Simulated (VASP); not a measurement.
# CS2 (Cmce) in VASP: single point with PBE+D3(BJ)

Aim: the single point of CS2 with PBE+D3(BJ).

Program: VASP 6.6.1. These are calculated values, not measurements. Logs are shortened: lines on timing, memory, paths and dates and some standing lists are left out, and cuts for length are marked.

## 1. The cell of the first run

The structure is orthorhombic, space group Cmce (No. 64). Conventional cell: a = 5.490 Å, b = 4.992 Å, c = 8.218 Å, α = 90.00°, β = 90.00°, γ = 90.00°. Within 2.1 Å of C (site symmetry 2/m) lie 2 S at 1.56 Å. S (site symmetry m) has 1 C at 1.56 Å within 2.1 Å.

## 2. Single point, PBE+D3(BJ)

Contents of INCAR:

```
PREC = Accurate
ENCUT = 1300
EDIFF = 1E-6
ISMEAR = 0
SIGMA = 0.1
LREAL = F
LASPH = T
NELM = 120
ALGO = Normal
ISIF = 2
LWAVE = F
LCHARG = F
GGA = PE
IVDW = 12
NBANDS = 25
GGA_COMPAT = F
```

Contents of KPOINTS:

```
regular mesh
0
Gamma
  4 4 2
```

Contents of POSCAR:

```
CS2
1.0
    2.7451734812     -2.4961396623      0.0000000000
    2.7451734812      2.4961396623      0.0000000000
    0.0000000000      0.0000000000      8.2184327824
C S
2 4
Direct
    0.0000000000      0.0000000000      0.0000000000
    0.5000000000      0.5000000000      0.5000000000
    0.7733060997      0.2266939003      0.1299784857
    0.7266939003      0.2733060997      0.6299784857
    0.2733060997      0.7266939003      0.3700215143
    0.2266939003      0.7733060997      0.8700215143
```

Potentials or basis: VASP PAW PBE potentials, release 64 (C_h, S).

Launch:

```console
> cat potpaw_PBE.64/C_h/POTCAR potpaw_PBE.64/S/POTCAR > POTCAR
> mpirun -np 1 vasp_std > vasp.out
```

OUTCAR:

```text
PREC = Accurate
   ENCUT = 1300
   EDIFF = 1E-6
   ISMEAR = 0
   LREAL = F
   LASPH = T
   NELM = 120
   ISIF = 2
   GGA = PE
   IVDW = 12
 IVDW          = 12

 ion  position               nearest neighbor table
   1  0.000  0.000  0.000-   3 1.56   6 1.56
   2  0.500  0.500  0.500-   4 1.56   5 1.56
   3  0.773  0.227  0.130-   1 1.56
   4  0.727  0.273  0.630-   2 1.56
   5  0.273  0.727  0.370-   2 1.56
   6  0.227  0.773  0.870-   1 1.56

  LATTYP: Found a base centered orthorhombic cell.
 ALAT       =     4.9922793246
 B/A-ratio  =     1.0997675822
 C/A-ratio  =     1.6462285557

  Lattice vectors:

 A1 = (  -2.7451734812,  -2.4961396623,   0.0000000000)
 A2 = (   2.7451734812,  -2.4961396623,   0.0000000000)
 A3 = (   0.0000000000,   0.0000000000,   8.2184327824)

Analysis of symmetry for initial positions (statically):
=====================================================================
 Subroutine PRICEL returns:
 Original cell was already a primitive cell.

 Routine SETGRP: Setting up the symmetry group for a
 base centered orthorhombic supercell.

 Subroutine GETGRP returns: Found  8 space group operations
 (whereof  4 operations were pure point group operations)
 out of a pool of  8 trial point group operations.

The static configuration has the point symmetry C_2h.
 The point group associated with its full space group is D_2h.

Analysis of symmetry for dynamics (positions and initial velocities):
=====================================================================
 Subroutine PRICEL returns:
 Original cell was already a primitive cell.

 Routine SETGRP: Setting up the symmetry group for a
 base centered orthorhombic supercell.

 Subroutine GETGRP returns: Found  8 space group operations
 (whereof  4 operations were pure point group operations)
 out of a pool of  8 trial point group operations.

The dynamic configuration has the point symmetry C_2h.
 The point group associated with its full space group is D_2h.

 Subroutine INISYM returns: Found  8 space group operations
 (whereof  4 operations are pure point group operations),
 and found     1 'primitive' translations

----------------------------------------------------------------------------------------

                                     Primitive cell

  volume of cell :     112.6309

[... 85 lines left out ...]
   EDIFF  = 0.1E-05   stopping-criterion for ELM
   LREAL  =      F    real-space projection
   EDIFFG = 0.1E-04   stopping-criterion for IOM
   NSW    =      0    number of steps for IOM
   IBRION =     -1    ionic relax: 0-MD 1-quasi-New 2-CG
   NFREE  =      0    steps in history (QN), initial steepest desc. (CG)
   ISIF   =      2    stress and relaxation
   ISYM   =      2    0-nonsym 1-usesym 2-fastsym
   POTIM  = 0.5000    time-step for ionic-motion
   TEBEG  =    0.0;   TEEND  =   0.0 temperature during run
   PSTRESS=    0.0 pullay stress
   NELECT =      32.0000    total number of electrons
   NUPDOWN=      -1.0000    fix difference up-down
   EMIN   =  10.00;   EMAX   =-10.00  energy-range for DOS
   EFERMI =   0.00;   METHOD = LEGACY
   ISMEAR =     0;   SIGMA  =   0.10  broadening in eV -4-tet -1-fermi 0-gaus
   EFERMI_NEDOS =   21; number of points for ismear=-14 and -15
   IALGO  =     38    algorithm
   IMIX   =      4    mixing-type and parameters
     AMIX     =   0.40;   BMIX     =  1.00
     AMIX_MAG =   1.60;   BMIX_MAG =  1.00
  volume/ion in A,a.u.               =      18.77       126.68
  Fermi-wavevector in a.u.,A,eV,Ry     =   1.076231  2.033782 15.759270  1.158274
  Thomas-Fermi vector in A             =   2.212110
   LORBIT       =      0    0 simple, 1 ext, 2 COOP (PROOUT), +10 PAW based schemes
   GGA     = PE    functional components
   LHFCALC =     F    Hartree Fock is set to
   AEXX    =    0.0000 exact exchange contribution
   IVDW    =    12    specifies the selected vdW correction
   LEPSILON=     F    determine dielectric tensor
   LRPA    =     F    only Hartree local field effects (RPA)
 non-spin polarized calculation
 Gauss-broadening in eV      SIGMA  =   0.10
  energy-cutoff  :     1300.00
  volume of cell :      112.63
 maximum number of plane-waves:     12014
 NGX is ok and might be reduce to    48
   NGX = 21   NGY = 21   NGZ = 49

 number of electron      32.0000000 magnetization

 Free energy of the ion-electron system (eV)
  ---------------------------------------------------
  ext. energy  EPLUGINS =         0.00000000
  ---------------------------------------------------
  free energy    TOTEN  =       -32.38709162 eV

  energy without entropy =      -32.38709162  energy(sigma->0) =      -32.38709162

 E-fermi :   3.1313     XC(G=0):  -9.1486

 val. band max:        2.7102269074   @ k =   0.5000   0.5000   0.0000
 cond. band min:       4.4349691555   @ k =   0.0000   0.0000   0.0000
 fundamental gap:      1.7247422481
 Fermi energy:         3.1313455317

 k-point     1 :       0.0000    0.0000    0.0000
  band No.  band energies     occupation
      1     -13.4144      2.00000
      2     -13.0113      2.00000
      3     -11.0080      2.00000
      4     -10.3287      2.00000
      5      -4.7652      2.00000
      6      -3.5595      2.00000
[... 381 lines left out ...]
     24       9.4231      0.00000
     25      12.6099      0.00000

------------------------ aborting loop because EDIFF is reached ----------------------------------------

 Edisp (eV)   -1.40222

 E8    (eV) :    -0.4908

  FORCE on cell =-STRESS in cart. coord.  units (eV):
  Direction    XX          YY          ZZ          XY          YZ          ZX
  --------------------------------------------------------------------------------------
  -------------------------------------------------------------------------------------
  Total       3.45205     2.50697     2.83388     0.00000    -0.00000     0.00000
  in kB      49.10552    35.66165    40.31202     0.00000    -0.00000     0.00000
  external pressure =       41.69 kB  Pullay stress =        0.00 kB

 VOLUME and BASIS-vectors are now :
 -----------------------------------------------------------------------------
  energy-cutoff  :     1300.00
  volume of cell :      112.63
      direct lattice vectors                 reciprocal lattice vectors
     2.745173481 -2.496139662  0.000000000     0.182137852 -0.200309305  0.000000000
     2.745173481  2.496139662  0.000000000     0.182137852  0.200309305  0.000000000
     0.000000000  0.000000000  8.218432782     0.000000000  0.000000000  0.121677700

 POSITION                                       TOTAL-FORCE (eV/Angst)
 -----------------------------------------------------------------------------------
      0.00000      0.00000      0.00000        -0.000000     -0.000000      0.000000
      2.74517      0.00000      4.10922         0.000000      0.000000      0.000000
      2.74517     -1.36442      1.06822         0.000000     -0.185771     -0.150386
      2.74517     -1.13172      5.17744         0.000000      0.185771     -0.150386
      2.74517      1.13172      3.04100         0.000000     -0.185771      0.150386
      2.74517      1.36442      7.15021         0.000000      0.185771      0.150386
 -----------------------------------------------------------------------------------
    total drift:                                0.000000      0.000000     -0.000000

  FREE ENERGIE OF THE ION-ELECTRON SYSTEM (eV)
  ---------------------------------------------------
  free  energy   TOTEN  =       -33.7893089996 eV

  energy  without entropy=      -33.7893089996  energy(sigma->0) =      -33.78930900
```

It took 1.8 min on 1 thread of Intel Xeon 6975P-C (Granite Rapids), shared host; peak memory 0.54 GiB.

Results:

```
Free energy                : -33.7893 eV
Pressure                   : 4.2 GPa
Largest force              : 0.239 eV/Å
Band gap on the k mesh     : 1.72 eV (least direct gap 1.92 eV)
Dispersion energy per atom : -0.234 eV
```

Forces in eV/Å, atoms in the order of the input:
```
C    0.000  0.000  0.000
C    0.000  0.000  0.000
S    0.000 -0.186 -0.150
S    0.000  0.186 -0.150
S    0.000 -0.186  0.150
S    0.000  0.186  0.150
```

Levels at points of the mesh, in eV from the valence-band top:
```tsv
k point	band 12	band 13	band 14	band 15	band 16	band 17	band 18	band 19	band 20	band 21
(0.00, 0.00, 0.00)	-2.42	-1.69	-1.48	-1.41	-0.47	1.72	2.18	3.09	3.93	5.98
(0.50, 0.00, 0.00)	-2.86	-1.09	-1.09	-0.45	-0.45	2.45	2.45	3.44	3.44	6.46
(0.50, 0.50, 0.00)	-3.40	-2.39	-2.34	-1.11	0.00	1.92	2.66	4.69	4.84	5.10
(0.00, 0.00, 0.50)	-2.57	-1.47	-1.47	-0.98	-0.98	2.44	2.44	2.93	2.93	6.83
(0.50, 0.00, 0.50)	-2.83	-1.36	-1.36	-0.26	-0.26	2.30	2.30	3.66	3.66	6.42
(0.50, 0.50, 0.50)	-3.87	-1.86	-1.86	-1.28	-1.28	3.36	3.36	3.91	3.91	6.00
```

Caveat: the k points lie up to 0.43 Å⁻¹ apart.
